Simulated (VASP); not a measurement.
# Ge (Fd-3m) in VASP: single point with PBEsol

Aim: the single point of Ge with PBEsol.

Everything below comes from runs of VASP 6.6.1. Logs are shortened: lines on timing, memory, paths and dates and some standing lists are left out, and cuts for length are marked.

## 1. The cell of the first run

It takes space group Fd-3m (No. 227, cubic). The conventional cell has a = 5.732 Å, b = 5.732 Å, c = 5.732 Å, α = 90.00°, β = 90.00°, γ = 90.00°. Within 3.3 Å of Ge (site symmetry -43m) lie 4 Ge at 2.48 Å.

## 2. Single point, PBEsol (volume scaled by 1.04)

INCAR reads:

```
PREC = Accurate
ENCUT = 520
EDIFF = 1E-6
ISMEAR = 0
SIGMA = 0.02
LREAL = F
LASPH = T
NELM = 60
ALGO = Normal
ISIF = 2
LWAVE = F
LCHARG = F
GGA = PS
NBANDS = 21
```

KPOINTS reads:

```
regular mesh
0
Gamma
  12 12 12
```

POSCAR reads:

```
Ge
1.0
    0.0000000000      2.8662279534      2.8662279534
    2.8662279534      0.0000000000      2.8662279534
    2.8662279534      2.8662279534      0.0000000000
Ge
2
Direct
    0.0000000000      0.0000000000      0.0000000000
    0.2500000000      0.2500000000      0.2500000000
```

Potentials or basis: VASP PAW PBE potentials, release 64 (Ge_d).

Command:

```
> cat potpaw_PBE.64/Ge_d/POTCAR > POTCAR
> mpirun -np 1 vasp_std > vasp.out
```

OUTCAR:

```text
PREC = Accurate
   ENCUT = 520
   EDIFF = 1E-6
   ISMEAR = 0
   LREAL = F
   LASPH = T
   NELM = 60
   ISIF = 2
   GGA = PS

 ion  position               nearest neighbor table
   1  0.000  0.000  0.000-   2 2.48   2 2.48   2 2.48   2 2.48
   2  0.250  0.250  0.250-   1 2.48   1 2.48   1 2.48   1 2.48

  LATTYP: Found a face centered cubic cell.
 ALAT       =     5.7324559068

  Lattice vectors:

 A1 = (   0.0000000000,   2.8662279534,   2.8662279534)
 A2 = (   2.8662279534,   0.0000000000,   2.8662279534)
 A3 = (   2.8662279534,   2.8662279534,   0.0000000000)

Analysis of symmetry for initial positions (statically):
=====================================================================
 Subroutine PRICEL returns:
 Original cell was already a primitive cell.

 Routine SETGRP: Setting up the symmetry group for a
 face centered cubic supercell.

 Subroutine GETGRP returns: Found 48 space group operations
 (whereof 24 operations were pure point group operations)
 out of a pool of 48 trial point group operations.

The static configuration has the point symmetry T_d .
 The point group associated with its full space group is O_h .

Analysis of symmetry for dynamics (positions and initial velocities):
=====================================================================
 Subroutine PRICEL returns:
 Original cell was already a primitive cell.

 Routine SETGRP: Setting up the symmetry group for a
 face centered cubic supercell.

 Subroutine GETGRP returns: Found 48 space group operations
 (whereof 24 operations were pure point group operations)
 out of a pool of 48 trial point group operations.

The dynamic configuration has the point symmetry T_d .
 The point group associated with its full space group is O_h .

 Subroutine INISYM returns: Found 48 space group operations
 (whereof 24 operations are pure point group operations),
 and found     1 'primitive' translations

----------------------------------------------------------------------------------------

                                     Primitive cell

  volume of cell :      47.0936

  direct lattice vectors                    reciprocal lattice vectors
     0.000000000  2.866227953  2.866227953    -0.174445302  0.174445302  0.174445302
     2.866227953  0.000000000  2.866227953     0.174445302 -0.174445302  0.174445302
     2.866227953  2.866227953  0.000000000     0.174445302  0.174445302 -0.174445302

  length of vectors
     4.053458445  4.053458445  4.053458445     0.302148126  0.302148126  0.302148126

  position of ions in fractional coordinates (direct lattice)
     0.000000000  0.000000000  0.000000000
     0.250000000  0.250000000  0.250000000

  ion indices of the primitive-cell ions
   primitive index   ion index
                 1           1
                 2           2

----------------------------------------------------------------------------------------

 KPOINTS: regular mesh

Automatic generation of k-mesh.
 Grid dimensions read from file:
 generate k-points for:   12   12   12

 Generating k-lattice:

  Cartesian coordinates                     Fractional coordinates (reciprocal lattice)
    -0.014537108  0.014537108  0.014537108     0.083333333  0.000000000  0.000000000
     0.014537108 -0.014537108  0.014537108     0.000000000  0.083333333  0.000000000
     0.014537108  0.014537108 -0.014537108     0.000000000  0.000000000  0.083333333

  Length of vectors
     0.025179010  0.025179010  0.025179010

  Shift w.r.t. Gamma in fractional coordinates (k-lattice)
     0.000000000  0.000000000  0.000000000

 Subroutine IBZKPT returns following result:
 ===========================================

 Found     72 irreducible k-points:

 Following reciprocal coordinates:
            Coordinates               Weight
  0.000000  0.000000  0.000000      1.000000
  0.083333  0.000000  0.000000      8.000000
  0.166667  0.000000  0.000000      8.000000
  0.250000  0.000000  0.000000      8.000000
  0.333333  0.000000  0.000000      8.000000
  0.416667  0.000000  0.000000      8.000000
[... 16 lines left out ...]
  0.500000  0.166667  0.000000     24.000000
 -0.416667  0.166667  0.000000     24.000000
 [... further k-points ...]
   k-points           NKPTS =     72   k-points in BZ     NKDIM =     72   number of bands    NBANDS=     21
   number of dos      NEDOS =    301   number of ions     NIONS =      2
   total plane-waves  NPLWV =  27000
   dimension x,y,z NGX =    30 NGY =   30 NGZ =   30
   dimension x,y,z NGXF=    60 NGYF=   60 NGZF=   60
   ions per type =               2
   NGX,Y,Z   is equivalent  to a cutoff of  12.30, 12.30, 12.30 a.u.
   NGXF,Y,Z  is equivalent  to a cutoff of  24.61, 24.61, 24.61 a.u.
 SYSTEM =  unknown system
   PREC   = accura    normal or accurate (medium, high low for compatibility)
   ISTART =      0    job   : 0-new  1-cont  2-samecut
   ICHARG =      2    charge: 1-file 2-atom 10-const
   ISPIN  =      1    spin polarized calculation?
   LNONCOLLINEAR =      F non collinear calculations
   LSORBIT =      F    spin-orbit coupling
   LASPH  =      T    aspherical Exc in radial PAW
   ENCUT  =  520.0 eV  38.22 Ry    6.18 a.u.   7.54  7.54  7.54*2*pi/ulx,y,z
   NELM   =     60;   NELMIN=  2; NELMDL= -5     # of ELM steps
   EDIFF  = 0.1E-05   stopping-criterion for ELM
   LREAL  =      F    real-space projection
   EDIFFG = 0.1E-04   stopping-criterion for IOM
   NSW    =      0    number of steps for IOM
   IBRION =     -1    ionic relax: 0-MD 1-quasi-New 2-CG
   NFREE  =      0    steps in history (QN), initial steepest desc. (CG)
   ISIF   =      2    stress and relaxation
   ISYM   =      2    0-nonsym 1-usesym 2-fastsym
   POTIM  = 0.5000    time-step for ionic-motion
   TEBEG  =    0.0;   TEEND  =   0.0 temperature during run
   PSTRESS=    0.0 pullay stress
   NELECT =      28.0000    total number of electrons
   NUPDOWN=      -1.0000    fix difference up-down
   EMIN   =  10.00;   EMAX   =-10.00  energy-range for DOS
   EFERMI =   0.00;   METHOD = LEGACY
   ISMEAR =     0;   SIGMA  =   0.02  broadening in eV -4-tet -1-fermi 0-gaus
   EFERMI_NEDOS =   21; number of points for ismear=-14 and -15
   IALGO  =     38    algorithm
   IMIX   =      4    mixing-type and parameters
     AMIX     =   0.40;   BMIX     =  1.00
     AMIX_MAG =   1.60;   BMIX_MAG =  1.00
  volume/ion in A,a.u.               =      23.55       158.90
  Fermi-wavevector in a.u.,A,eV,Ry     =   1.376597  2.601391 25.783299  1.895019
  Thomas-Fermi vector in A             =   2.501827
   LORBIT       =      0    0 simple, 1 ext, 2 COOP (PROOUT), +10 PAW based schemes
   GGA     = PS    functional components
   LHFCALC =     F    Hartree Fock is set to
   AEXX    =    0.0000 exact exchange contribution
   IVDW    =     0    specifies the selected vdW correction
   LEPSILON=     F    determine dielectric tensor
   LRPA    =     F    only Hartree local field effects (RPA)
 non-spin polarized calculation
 Gauss-broadening in eV      SIGMA  =   0.02
  energy-cutoff  :      520.00
  volume of cell :       47.09
 maximum number of plane-waves:      1303
   NGX = 15   NGY = 15   NGZ = 15

 number of electron      27.9999990 magnetization

 Free energy of the ion-electron system (eV)
  ---------------------------------------------------
  ext. energy  EPLUGINS =         0.00000000
  ---------------------------------------------------
  free energy    TOTEN  =        -9.86499351 eV

  energy without entropy =       -9.86495537  energy(sigma->0) =       -9.86497444

 E-fermi :   4.4820     XC(G=0):  -9.9437

 val. band max:        4.3289724453   @ k =  -0.0833   0.0833   0.0000
 cond. band min:       4.4867998128   @ k =   0.0000   0.0000   0.0000
 fundamental gap:      0.1578273675
 Fermi energy:         4.4819541389

 k-point     1 :       0.0000    0.0000    0.0000
  band No.  band energies     occupation
      1     -20.2241      2.00000
      2     -20.2241      2.00000
      3     -20.2241      2.00000
      4     -20.1904      2.00000
      5     -20.1904      2.00000
      6     -19.9988      2.00000
[... 13 lines left out ...]
     20      13.8602      0.00000
     21      13.8602      0.00000

 k-point     2 :       0.0833    0.0000    0.0000
  band No.  band energies     occupation
      1     -20.2279      2.00000
      2     -20.2279      2.00000
      3     -20.2230      2.00000
      4     -20.1853      2.00000
      5     -20.1853      2.00000
      6     -20.0055      2.00000
[... 13 lines left out ...]
     20      13.2884      0.00000
     21      13.2884      0.00000

 k-point     3 :       0.1667    0.0000    0.0000
  band No.  band energies     occupation
      1     -20.2348      2.00000
      2     -20.2348      2.00000
      3     -20.2201      2.00000
      4     -20.1749      2.00000
      5     -20.1749      2.00000
      6     -20.0151      2.00000
[... 13 lines left out ...]
     20      12.7350      0.00000
     21      12.7350      0.00000

 k-point     4 :       0.2500    0.0000    0.0000
  band No.  band energies     occupation
      1     -20.2405      2.00000
      2     -20.2405      2.00000
      3     -20.2160      2.00000
      4     -20.1647      2.00000
      5     -20.1647      2.00000
      6     -20.0232      2.00000
[... 13 lines left out ...]
     20      12.7055      0.00000
     21      12.7055      0.00000

 k-point     5 :       0.3333    0.0000    0.0000
  band No.  band energies     occupation
      1     -20.2441      2.00000
      2     -20.2441      2.00000
      3     -20.2119      2.00000
      4     -20.1575      2.00000
      5     -20.1575      2.00000
      6     -20.0285      2.00000
[... 13 lines left out ...]
     20      13.3149      0.00000
     21      13.3149      0.00000
[... 382 lines left out ...]
     20      13.9324      0.00000
     21      14.6094      0.00000

 k-point    22 :       0.4167    0.1667    0.0000
  band No.  band energies     occupation
      1     -20.2577      2.00000
      2     -20.2464      2.00000
      3     -20.2023      2.00000
      4     -20.1485      2.00000
      5     -20.1298      2.00000
      6     -20.0701      2.00000
[... 13 lines left out ...]
     20      14.3603      0.00000
     21      15.4344      0.00000

 k-point    23 :       0.5000    0.1667    0.0000
  band No.  band energies     occupation
      1     -20.2613      2.00000
      2     -20.2496      2.00000
      3     -20.1924      2.00000
      4     -20.1404      2.00000
      5     -20.1329      2.00000
      6     -20.0640      2.00000
[... 13 lines left out ...]
     20      15.1376      0.00000
     21      15.4780      0.00000

 k-point    24 :      -0.4167    0.1667    0.0000
  band No.  band energies     occupation
      1     -20.2616      2.00000
      2     -20.2517      2.00000
      3     -20.1873      2.00000
      4     -20.1412      2.00000
      5     -20.1347      2.00000
      6     -20.0517      2.00000
[... 13 lines left out ...]
     20      13.9832      0.00000
     21      14.5301      0.00000

 [... further k-points ...]

------------------------ aborting loop because EDIFF is reached ----------------------------------------

  FORCE on cell =-STRESS in cart. coord.  units (eV):
  Direction    XX          YY          ZZ          XY          YZ          ZX
  --------------------------------------------------------------------------------------
  -------------------------------------------------------------------------------------
  Total       -0.6762593     -0.6762593     -0.6762593      0.0000000      0.0000000      0.0000000
  in kB      -23.0070887    -23.0070887    -23.0070887      0.0000000      0.0000000      0.0000000
  external PRESSURE =     -23.0070887 kB  Pullay stress =       0.0000000 kB

 VOLUME and BASIS-vectors are now :
 -----------------------------------------------------------------------------
  energy-cutoff  :      520.00
  volume of cell :       47.09
      direct lattice vectors                 reciprocal lattice vectors
     0.000000000  2.866227953  2.866227953    -0.174445302  0.174445302  0.174445302
     2.866227953  0.000000000  2.866227953     0.174445302 -0.174445302  0.174445302
     2.866227953  2.866227953  0.000000000     0.174445302  0.174445302 -0.174445302

 POSITION                                       TOTAL-FORCE (eV/Angst)
 -----------------------------------------------------------------------------------
      0.00000      0.00000      0.00000         0.000000      0.000000      0.000000
      1.43311      1.43311      1.43311        -0.000000     -0.000000     -0.000000
 -----------------------------------------------------------------------------------
    total drift:                                0.000000     -0.000000      0.000000

  FREE ENERGIE OF THE ION-ELECTRON SYSTEM (eV)
  ---------------------------------------------------
  free  energy   TOTEN  =        -9.8649935056 eV

  energy  without entropy=       -9.8649553656  energy(sigma->0) =       -9.86497444
```

Run time: 46 s. Hardware: 1 thread of Intel Xeon Platinum 8488C (Sapphire Rapids), shared host; peak memory 0.2 GiB.

Results:

| Quantity | Value |
| --- | --- |
| Free energy | -9.8650 eV |
| Pressure | -2.3 GPa |
| Band gap on the k mesh | zero (filled and empty bands touch) |

Caveat: the PAW data sets were made with another functional, which shifts forces and pressure a little.
